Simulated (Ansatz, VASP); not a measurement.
One calculation of Al, two programs

```
Al
1.0
     0.00000    2.01997    2.01997
     2.01997    0.00000    2.01997
     2.01997    2.01997    0.00000
Al
1
Direct
  0.00000 0.00000 0.00000
```

Alike in both runs: task relaxation of cell and atoms; functional PBE; k mesh 17 × 17 × 17; occupations fermi-dirac, width 0.1 eV; no spin polarisation.

```csv
,VASP,Ansatz
version,VASP 6.6.1,Ansatz 0.2.0
potentials or method,"VASP PAW PBE potentials, release 64 (Al)","PAW with Ansatz's default frozen-core files, scalar-relativistic"
plane-wave cutoff (eV),600,420
valence electrons in the cell,3,3
```

```csv
,VASP,Ansatz,Ansatz less VASP
relaxed volume (Å³/atom),16.48,16.50,+0.013
relaxed cell length with the largest relative difference (Å),2.857,2.857,+0.0008
```

Noted on VASP's run: the relaxation stopped at its first step, so nothing moved.
